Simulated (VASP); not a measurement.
# NaTa6 in VASP: notebook, part 2 of 2

VASP 6.6.1.

## 4. Single point, PBEsol

INCAR

```
SYSTEM = NaTa6
PREC = Accurate ; ENCUT = 520
EDIFF = 1E-7 ; ISMEAR = 0
SIGMA = 0.1 ; LREAL = .FALSE.
LASPH = .TRUE. ; NELM = 80
ALGO = Normal ; ISIF = 2
LWAVE = .FALSE. ; LCHARG = .FALSE.
LDIPOL = .TRUE. ; IDIPOL = 3
DIPOL = 0.5 0.5 0.343 ; GGA = PS
NBANDS = 46
```

KPOINTS

```
Automatic mesh
0
G
  6 6 1
  0 0 0
```

POSCAR

```
NaTa6
1.0
    4.6393552080      0.0000000000      0.0000000000
   -2.3196776040      4.0177994673      0.0000000000
    0.0000000000      0.0000000000     19.9442140487
Ta Na
6 1
Direct
    0.6666666667      0.3333333333      0.2005594199
    0.3333333333      0.6666666667      0.2480420840
    0.0000000000      0.0000000000      0.2955247481
    0.6666666667      0.3333333333      0.3400438158
    0.3333333333      0.6666666667      0.3814862476
    0.0000000000      0.0000000000      0.4233916678
    0.6666666667      0.3333333333      0.5147191077
```

Potentials or basis: VASP PAW PBE potentials, release 64 (Ta_pv, Na_pv).

On the command line:

```sh
cat potpaw_PBE.64/Ta_pv/POTCAR potpaw_PBE.64/Na_pv/POTCAR > POTCAR
mpirun -np 1 vasp_std > vasp.out
```

OUTCAR:

```text
SYSTEM = NaTa6
   PREC = Accurate
   ENCUT = 520
   EDIFF = 1E-7
   ISMEAR = 0
   LREAL = .FALSE.
   LASPH = .TRUE.
   NELM = 80
   ISIF = 2
   GGA = PS

 ion  position               nearest neighbor table
   1  0.667  0.333  0.201-   4 2.78   2 2.84   2 2.84   2 2.84   3 3.28   3 3.28   3 3.28
   2  0.333  0.667  0.248-   5 2.66   1 2.84   1 2.84   3 2.84   3 2.84   3 2.84   1 2.84   4 3.25
                             4 3.25   4 3.25
   3  0.000  0.000  0.296-   6 2.55   4 2.82   4 2.82   4 2.82   2 2.84   2 2.84   2 2.84   5 3.18
                             5 3.18   5 3.18   1 3.28   1 3.28   1 3.28
   4  0.667  0.333  0.340-   1 2.78   5 2.80   5 2.80   5 2.80   3 2.82   3 2.82   3 2.82   6 3.15
                             6 3.15   6 3.15   2 3.25   2 3.25   2 3.25
   5  0.333  0.667  0.381-   2 2.66   4 2.80   4 2.80   4 2.80   6 2.81   6 2.81   6 2.81   3 3.18
                             3 3.18   3 3.18
   6  0.000  0.000  0.423-   3 2.55   5 2.81   5 2.81   5 2.81   4 3.15   4 3.15   4 3.15
   7  0.667  0.333  0.515-

  LATTYP: Found a hexagonal cell.
 ALAT       =     4.6393552080
 C/A-ratio  =     4.2989193874

  Lattice vectors:

 A1 = (   4.6393552080,   0.0000000000,   0.0000000000)
 A2 = (  -2.3196776040,   4.0177994673,   0.0000000000)
 A3 = (   0.0000000000,   0.0000000000,  19.9442140487)

Analysis of symmetry for initial positions (statically):
=====================================================================
 Subroutine PRICEL returns:
 Original cell was already a primitive cell.

 Routine SETGRP: Setting up the symmetry group for a
 hexagonal supercell.

 Subroutine GETGRP returns: Found  6 space group operations
 (whereof  6 operations were pure point group operations)
 out of a pool of 24 trial point group operations.

The static configuration has the point symmetry C_3v.

Analysis of symmetry for dynamics (positions and initial velocities):
=====================================================================
 Subroutine PRICEL returns:
 Original cell was already a primitive cell.

 Routine SETGRP: Setting up the symmetry group for a
 hexagonal supercell.

 Subroutine GETGRP returns: Found  6 space group operations
 (whereof  6 operations were pure point group operations)
 out of a pool of 24 trial point group operations.

The dynamic configuration has the point symmetry C_3v.

 Subroutine INISYM returns: Found  6 space group operations
 (whereof  6 operations are pure point group operations),
 and found     1 'primitive' translations

----------------------------------------------------------------------------------------

                                     Primitive cell

  volume of cell :     371.7601

  direct lattice vectors                    reciprocal lattice vectors
     4.639355208  0.000000000  0.000000000     0.215547195  0.124446231  0.000000000
    -2.319677604  4.017799467  0.000000000     0.000000000  0.248892462  0.000000000
     0.000000000  0.000000000 19.944214049     0.000000000  0.000000000  0.050139855

  length of vectors
     4.639355208  4.639355208 19.944214049     0.248892462  0.248892462  0.050139855

  position of ions in fractional coordinates (direct lattice)
     0.666666667  0.333333333  0.200559420
     0.333333333  0.666666667  0.248042084
[... 53 lines left out ...]
   total plane-waves  NPLWV = 194400
   dimension x,y,z NGX =    36 NGY =   36 NGZ =  150
   dimension x,y,z NGXF=    72 NGYF=   72 NGZF=  300
   ions per type =               6   1
   NGX,Y,Z   is equivalent  to a cutoff of  12.90, 12.90, 12.50 a.u.
   NGXF,Y,Z  is equivalent  to a cutoff of  25.80, 25.80, 25.01 a.u.
 SYSTEM =  NaTa6
   PREC   = accura    normal or accurate (medium, high low for compatibility)
   ISTART =      0    job   : 0-new  1-cont  2-samecut
   ICHARG =      2    charge: 1-file 2-atom 10-const
   ISPIN  =      1    spin polarized calculation?
   LNONCOLLINEAR =      F non collinear calculations
   LSORBIT =      F    spin-orbit coupling
   LASPH  =      T    aspherical Exc in radial PAW
   ENCUT  =  520.0 eV  38.22 Ry    6.18 a.u.   8.63  8.63 37.08*2*pi/ulx,y,z
   NELM   =     80;   NELMIN=  2; NELMDL= -5     # of ELM steps
   EDIFF  = 0.1E-06   stopping-criterion for ELM
   LREAL  =      F    real-space projection
   EDIFFG = 0.1E-05   stopping-criterion for IOM
   NSW    =      0    number of steps for IOM
   IBRION =     -1    ionic relax: 0-MD 1-quasi-New 2-CG
   NFREE  =      0    steps in history (QN), initial steepest desc. (CG)
   ISIF   =      2    stress and relaxation
   ISYM   =      2    0-nonsym 1-usesym 2-fastsym
   POTIM  = 0.5000    time-step for ionic-motion
   TEBEG  =    0.0;   TEEND  =   0.0 temperature during run
   PSTRESS=    0.0 pullay stress
   NELECT =      73.0000    total number of electrons
   NUPDOWN=      -1.0000    fix difference up-down
   EMIN   =  10.00;   EMAX   =-10.00  energy-range for DOS
   EFERMI =   0.00;   METHOD = LEGACY
   ISMEAR =     0;   SIGMA  =   0.10  broadening in eV -4-tet -1-fermi 0-gaus
   EFERMI_NEDOS =   21; number of points for ismear=-14 and -15
   IALGO  =     38    algorithm
   IMIX   =      4    mixing-type and parameters
     AMIX     =   0.40;   BMIX     =  1.00
     AMIX_MAG =   1.60;   BMIX_MAG =  1.00
  volume/ion in A,a.u.               =      53.11       358.39
  Fermi-wavevector in a.u.,A,eV,Ry     =   0.951542  1.798155 12.319165  0.905433
  Thomas-Fermi vector in A             =   2.080022
   LORBIT       =      0    0 simple, 1 ext, 2 COOP (PROOUT), +10 PAW based schemes
   GGA     = PS    functional components
   LHFCALC =     F    Hartree Fock is set to
   AEXX    =    0.0000 exact exchange contribution
   IVDW    =     0    specifies the selected vdW correction
   LEPSILON=     F    determine dielectric tensor
   LRPA    =     F    only Hartree local field effects (RPA)
 non-spin polarized calculation
 Gauss-broadening in eV      SIGMA  =   0.10
  energy-cutoff  :      520.00
  volume of cell :      371.76
 maximum number of plane-waves:     10037
 NGX is ok and might be reduce to    36
   NGX = 17   NGY = 17   NGZ = 75

 dipolmoment           0.000000      0.000000      0.287023 electrons x Angstroem

 number of electron      73.0000009 magnetization

 dipolmoment           0.000000      0.000000     -0.099071 electrons x Angstroem

 Free energy of the ion-electron system (eV)
  ---------------------------------------------------
  ext. energy  EPLUGINS =         0.00000000
  ---------------------------------------------------
  free energy    TOTEN  =       -70.18142513 eV

  energy without entropy =      -70.14530841  energy(sigma->0) =      -70.16336677

 E-fermi :  -0.1632     XC(G=0):  -5.3157

 val. band max:       -0.2004355579   @ k =   0.5000   0.0000   0.0000
 cond. band min:      -0.1110938338   @ k =   0.3333   0.1667   0.0000
 fundamental gap:      0.0893417242
 Fermi energy:        -0.1631621443

 k-point     1 :       0.0000    0.0000    0.0000
  band No.  band energies     occupation
      1     -34.8917      2.00000
      2     -34.6597      2.00000
      3     -34.5913      2.00000
      4     -34.5913      2.00000
      5     -34.3890      2.00000
      6     -34.3890      2.00000
[... 332 lines left out ...]
     45       1.6528      0.00000
     46       2.2982      0.00000

------------------------ aborting loop because EDIFF is reached ----------------------------------------

 vacuum level on the upper side and lower side of the slab       (xc-potential included)        -0.735         0.294

  FORCE on cell =-STRESS in cart. coord.  units (eV):
  Direction    XX          YY          ZZ          XY          YZ          ZX
  --------------------------------------------------------------------------------------
  -------------------------------------------------------------------------------------
  Total       -4.3784800     -4.3784800     -3.2948038     -0.0000000      0.0000000      0.0000000
  in kB      -18.8699672    -18.8699672    -14.1996401     -0.0000000      0.0000000      0.0000000
  external PRESSURE =     -17.3131915 kB  Pullay stress =       0.0000000 kB

 VOLUME and BASIS-vectors are now :
 -----------------------------------------------------------------------------
  energy-cutoff  :      520.00
  volume of cell :      371.76
      direct lattice vectors                 reciprocal lattice vectors
     4.639355208  0.000000000  0.000000000     0.215547195  0.124446231  0.000000000
    -2.319677604  4.017799467  0.000000000     0.000000000  0.248892462  0.000000000
     0.000000000  0.000000000 19.944214049     0.000000000  0.000000000  0.050139855

 POSITION                                       TOTAL-FORCE (eV/Angst)
 -----------------------------------------------------------------------------------
      2.31968      1.33927      4.00000        -0.000000     -0.000000      1.725186
     -0.00000      2.67853      4.94700         0.000000      0.000000     -0.050597
      0.00000      0.00000      5.89401         0.000000      0.000000     -1.871866
      2.31968      1.33927      6.78191        -0.000000     -0.000000      0.072339
     -0.00000      2.67853      7.60844         0.000000      0.000000      0.515977
      0.00000      0.00000      8.44421        -0.000000      0.000000     -0.395117
      2.31968      1.33927     10.26567         0.000000      0.000000      0.004079
 -----------------------------------------------------------------------------------
    total drift:                               -0.000000      0.000000      0.000518

  FREE ENERGIE OF THE ION-ELECTRON SYSTEM (eV)
  ---------------------------------------------------
  free  energy   TOTEN  =       -70.1814251266 eV

  energy  without entropy=      -70.1453084084  energy(sigma->0) =      -70.16336677

 vacuum level on the upper side and lower side of the slab         2.085         3.136
```

Run time: 3.9 min. Hardware: 1 thread of Intel Xeon 6975P-C (Granite Rapids), shared host; peak memory 0.48 GiB.

Results:

```yaml
Free_energy: -70.1814 eV
Largest_force: 1.872 eV/Å
Band_gap_on_the_k_mesh: zero (an odd number of electrons rules out a gap without spin polarisation)
```

Forces on the atoms (eV/Å):
```
Ta   0.000  0.000  1.725
Ta   0.000  0.000 -0.051
Ta   0.000  0.000 -1.872
Ta   0.000  0.000  0.072
Ta   0.000  0.000  0.516
Ta   0.000  0.000 -0.395
Na   0.000  0.000  0.004
```

Levels at points of the mesh, in eV from the Fermi level:
| k point | band 35 | band 36 | band 37 | band 38 | band 39 | band 40 |
| --- | --- | --- | --- | --- | --- | --- |
| (0.00, 0.00, 0.00) | -0.86 | -0.44 | -0.44 | 0.15 | 0.22 | 0.22 |
| (0.50, 0.00, 0.00) | -0.75 | -0.31 | -0.04 | 0.09 | 0.80 | 1.02 |

Caveat: the PAW data sets were made with another functional, which shifts forces and pressure a little; spin-orbit coupling is left out, which moves the levels of the heavy elements.

## 5. Summary

```csv
cell,gap on the mesh (eV),largest force (eV/Å)
"as given, atomic positions A",none,1.81
"as given, atomic positions B",none,1.90
"as given, atomic positions C",none,1.87
```

Alike in all rows: task single point; level PBEsol; potentials or basis VASP PAW PBE potentials, release 64 (Ta_pv, Na_pv); no spin polarisation; k mesh 6 × 6 × 1; cutoff (eV) 520; smearing gaussian 0.1 eV.

Caveats: the PAW data sets were made with another functional, which shifts forces and pressure a little; spin-orbit coupling is left out, which moves the levels of the heavy elements.

Absolute energies hang on the potentials; compare differences alone.

The gap in the log of VASP goes by the Fermi energy; the results here count the filled bands.